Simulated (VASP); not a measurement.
Sb, 2 atoms in the cell. The structure is trigonal, space group R-3m (No. 166). The conventional cell has a = 4.308 Å, b = 4.308 Å, c = 11.274 Å, α = 90.00°, β = 90.00°, γ = 120.00°. Sb (site symmetry 3m) has 6 Sb at 2.91 to 3.35 Å within 3.8 Å. 

| Property | Result |
| --- | --- |
| Program | VASP 6.6.1 |
| Task | single point |
| Functional | r2SCANh |
| Potentials or basis | VASP PAW PBE potentials, release 64 (Sb_d_GW) |
| Cutoff | 440 eV |
| k mesh | 4 × 4 × 4 |
| Occupations | fermi-dirac, width 0.05 eV |
| Spin | no spin polarisation |
| Dipole correction | no |
| Grid for exact exchange (PRECFOCK) | Normal |
| Further INCAR settings | ALGO = Normal; EDIFF = 1e-06; NBANDS = 22 |
| Share of exact exchange | 0.1 |

Potentials or basis: VASP PAW PBE potentials, release 64 (Sb_d_GW).

Command:

```bash
$ cat potpaw_PBE.64/Sb_d_GW/POTCAR > POTCAR
$ cp INCAR.step1 INCAR
$ mpirun -np 1 vasp_std > vasp.out
$ cp INCAR.step2 INCAR
$ mpirun -np 1 vasp_std > vasp.out
```

Hardware: 1 thread of Intel(R) Xeon(R) Platinum 8259CL CPU @ 2.50GHz (Skylake/Cascade Lake), with other jobs on the host.

**Question.** How long does it take, and how much memory?

**Answer.** It took 29 min on 1 thread of Intel(R) Xeon(R) Platinum 8259CL CPU @ 2.50GHz (Skylake/Cascade Lake) (shared host), peak memory 0.21 GiB. Counts: k points 13.
